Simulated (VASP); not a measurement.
Here is a VASP 6.6.1 calculation.

INCAR

```
SYSTEM = Ru
PREC = Accurate
ENCUT = 520
EDIFF = 1E-6
ISMEAR = -1
SIGMA = 0.05
LREAL = .FALSE.
LASPH = .TRUE.
NELM = 150
ALGO = Normal
ISIF = 2
LWAVE = .FALSE.
LCHARG = .TRUE.
ISPIN = 2
MAGMOM = 1 1
LORBIT = 11
LMAXMIX = 4
GGA = PS
LELF = .TRUE.
LVHAR = .TRUE.
NBANDS = 25
```

File KPOINTS:

```
Automatic mesh
0
G
  22 22 12
  0 0 0
```

POSCAR

```
Ru
1.0
    2.6935838660      0.0000000000      0.0000000000
   -1.3467919330      2.3327120552      0.0000000000
    0.0000000000      0.0000000000      4.2401619846
Ru
2
Direct
    0.3333333333      0.6666666667      0.2500000000
    0.6666666667      0.3333333333      0.7500000000
```

Potentials or basis: VASP PAW PBE potentials, release 64 (Ru_pv).

Command:

```bash
$ cat potpaw_PBE.64/Ru_pv/POTCAR > POTCAR
$ mpirun -np 1 vasp_std > vasp.out
```

(1) Predict the band gap on the k mesh.

(2) Predict the pressure.

Answers

(1) zero (filled and empty bands overlap).

(2) -0.1 GPa.

Caveat: an empty level that is flat over the whole mesh can mark a ghost state of the potentials, or a narrow d or f band; the PAW data sets were made with another functional, which shifts forces and pressure a little.
